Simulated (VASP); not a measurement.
# CaS (Fm-3m) in VASP: a series of runs, part 2 of 2

VASP 6.6.1. The steps go on from the part before.

## Step 3: Single point, HSE06

POSCAR reads:

```
CaS
1.0
    0.0000000000      2.8479357440      2.8479357440
    2.8479357440      0.0000000000      2.8479357440
    2.8479357440      2.8479357440      0.0000000000
Ca S
1 1
Direct
    0.0000000000      0.0000000000      0.0000000000
    0.5000000000      0.5000000000      0.5000000000
```

INCAR.step1 reads:

```
ALGO = Normal
EDIFF = 1E-5
ENCUT = 400
GGA = PE
GGA_COMPAT = F
ISIF = 2
ISMEAR = 0
LASPH = T
LCHARG = F
LREAL = F
LWAVE = T
NBANDS = 15
NELM = 120
PREC = Accurate
SIGMA = 0.01
```

INCAR.step2 reads:

```
ALGO = Normal
EDIFF = 1E-6
ENCUT = 400
GGA = PE
GGA_COMPAT = F
HFSCREEN = 0.2079
ISIF = 2
ISMEAR = 0
ISTART = 1
LASPH = T
LCHARG = F
LHFCALC = T
LREAL = F
LWAVE = F
NBANDS = 15
NELM = 120
PREC = Accurate
PRECFOCK = Normal
SIGMA = 0.01
```

KPOINTS reads:

```
k-points
0
Gamma
  4 4 4
```

Potentials or basis: VASP PAW PBE potentials, release 64 (Ca_sv, S).

Started as:

```sh
> cat potpaw_PBE.64/Ca_sv/POTCAR potpaw_PBE.64/S/POTCAR > POTCAR
> cp INCAR.step1 INCAR
> mpirun -np 1 vasp_std > vasp.out
> cp INCAR.step2 INCAR
> mpirun -np 1 vasp_std > vasp.out
```

Wall time 3.8 min (1 thread of Intel Xeon Platinum 8375C at 2.90GHz (Ice Lake), shared host); peak memory 0.26 GiB.

The run converged. Its results:

```yaml
Free_energy: -11.6501 eV
Pressure: 0.3 GPa
Band_gap_on_the_k_mesh: 3.40 eV (least direct gap 4.31 eV)
```

Levels at points of the mesh, in eV from the valence-band top:
```
           k point  band 6  band 7  band 8  band 9  band 10  band 11
(0.00, 0.00, 0.00)    0.00    0.00    0.00    5.18     5.48     5.48
(0.50, 0.00, 0.00)   -3.38   -1.22   -1.22    6.18     7.66     7.90
(0.50, 0.50, 0.00)   -2.54   -0.90   -0.90    3.40     7.11     7.14
```

Caveat: the k points lie up to 0.48 Å⁻¹ apart; the PAW data sets were made with another functional, which shifts forces and pressure a little. A k mesh can miss the band edges.

## Step 4: Single point, PBE-based screened hybrid with 30 % exact exchange

POSCAR is that of step 3.

INCAR.step1 reads:

```
ALGO = Normal
EDIFF = 1E-5
ENCUT = 400
GGA = PE
GGA_COMPAT = False
ISIF = 2
ISMEAR = 0
LASPH = True
LCHARG = False
LREAL = False
LWAVE = True
NBANDS = 15
NELM = 120
PREC = Accurate
SIGMA = 0.01
```

INCAR.step2 reads:

```
AEXX = 0.3
ALGO = Normal
EDIFF = 1E-6
ENCUT = 400
GGA = PE
GGA_COMPAT = False
HFSCREEN = 0.2078
ISIF = 2
ISMEAR = 0
ISTART = 1
LASPH = True
LCHARG = False
LHFCALC = True
LREAL = False
LWAVE = False
NBANDS = 15
NELM = 120
PREC = Accurate
PRECFOCK = Normal
SIGMA = 0.01
```

KPOINTS is that of step 3.

Started as:

```sh
> cat potpaw_PBE.64/Ca_sv/POTCAR potpaw_PBE.64/S/POTCAR > POTCAR
> cp INCAR.step1 INCAR
> mpirun -np 1 vasp_std > vasp.out
> cp INCAR.step2 INCAR
> mpirun -np 1 vasp_std > vasp.out
```

It took 4.1 min on 1 thread of Intel Xeon Platinum 8375C at 2.90GHz (Ice Lake), shared host; peak memory 0.26 GiB.

The run converged. Its results:

```yaml
Free_energy: -11.9197 eV
Pressure: 0.3 GPa
Band_gap_on_the_k_mesh: 3.62 eV (least direct gap 4.54 eV)
```

Levels at points of the mesh, in eV from the valence-band top:
| k point | band 4 | band 5 | band 6 | band 7 | band 8 | band 9 | band 10 | band 11 | band 12 | band 13 |
| --- | --- | --- | --- | --- | --- | --- | --- | --- | --- | --- |
| (0.00, 0.00, 0.00) | -21.97 | -12.73 | 0.00 | 0.00 | 0.00 | 5.39 | 5.75 | 5.75 | 5.75 | 6.44 |
| (0.50, 0.00, 0.00) | -21.99 | -11.80 | -3.43 | -1.23 | -1.23 | 6.38 | 7.98 | 8.25 | 8.25 | 10.25 |
| (0.50, 0.50, 0.00) | -22.03 | -12.01 | -2.59 | -0.92 | -0.92 | 3.62 | 7.34 | 7.46 | 8.85 | 8.97 |

Caveat: the k points lie up to 0.48 Å⁻¹ apart; the PAW data sets were made with another functional, which shifts forces and pressure a little. A k mesh can miss the band edges.

## Step 5: Single point, PBE-based screened hybrid with 30 % exact exchange

POSCAR is that of step 4.

INCAR.step1 reads:

```
PREC = Accurate ; ENCUT = 400
EDIFF = 1E-5 ; ISMEAR = 0
SIGMA = 0.01 ; LREAL = False
LASPH = True ; NELM = 120
ALGO = Normal ; ISIF = 2
LWAVE = True ; GGA = PE
NBANDS = 15 ; GGA_COMPAT = False
```

INCAR.step2 reads:

```
PREC = Accurate ; ENCUT = 400
EDIFF = 1E-6 ; ISMEAR = 0
SIGMA = 0.01 ; LREAL = False
LASPH = True ; NELM = 120
ALGO = Normal ; ISIF = 2
LWAVE = False ; LCHARG = True
GGA = PE ; LHFCALC = True
AEXX = 0.3 ; HFSCREEN = 0.1
PRECFOCK = Normal ; LELF = True
LVHAR = True ; ISTART = 1
NBANDS = 15 ; GGA_COMPAT = False
```

KPOINTS reads:

```
Automatic mesh
0
Gamma
  4 4 4
```

Started as:

```sh
> cat potpaw_PBE.64/Ca_sv/POTCAR potpaw_PBE.64/S/POTCAR > POTCAR
> cp INCAR.step1 INCAR
> mpirun -np 1 vasp_std > vasp.out
> cp INCAR.step2 INCAR
> mpirun -np 1 vasp_std > vasp.out
```

It took 4 min on 1 thread of Intel Xeon Platinum 8375C at 2.90GHz (Ice Lake), shared host; peak memory 0.25 GiB.

It converged, with:

* Free energy: -12.2767 eV
* Pressure: 0.1 GPa
* Band gap on the k mesh: 4.03 eV (least direct gap 4.97 eV)

Levels at points of the mesh, in eV from the valence-band top:
| k point | band 5 | band 6 | band 7 | band 8 | band 9 | band 10 | band 11 | band 12 |
| --- | --- | --- | --- | --- | --- | --- | --- | --- |
| (0.00, 0.00, 0.00) | -12.78 | 0.00 | 0.00 | 0.00 | 5.80 | 6.18 | 6.18 | 6.18 |
| (0.50, 0.00, 0.00) | -11.85 | -3.49 | -1.25 | -1.25 | 6.79 | 8.44 | 8.71 | 8.71 |
| (0.50, 0.50, 0.00) | -12.05 | -2.63 | -0.94 | -0.94 | 4.03 | 7.77 | 7.91 | 9.32 |

Caveat: the k points lie up to 0.48 Å⁻¹ apart; the PAW data sets were made with another functional, which shifts forces and pressure a little.

## Step 6: Overview

```csv
level,k mesh,cutoff (eV),grid for exact exchange (PRECFOCK),share of exact exchange,screening parameter,gap on the mesh (eV),pressure (GPa)
PBE,"6 × 6 × 6, shifted",500,-,-,-,2.68,0.6
HSE06,4 × 4 × 4,400,Normal,0.25,0.2079 1/Å,3.40,0.3
PBE-based screened hybrid with 30 % exact exchange,4 × 4 × 4,400,Normal,0.3,0.2078 1/Å,3.62,0.3
PBE-based screened hybrid with 30 % exact exchange,4 × 4 × 4,400,Normal,0.3,0.1 1/Å,4.03,0.1
```

Alike in all rows: task single point; potentials or basis VASP PAW PBE potentials, release 64 (Ca_sv, S); no spin polarisation; cell as given; smearing gaussian 0.01 eV.

Caveats: some runs use coarse meshes; the PAW data sets were made with another functional, which shifts forces and pressure a little (at least some runs); a shifted mesh leaves out Γ, where band edges can lie (at least some runs).

Total energies depend on the potentials used, so only differences within one code and one set of settings carry meaning.
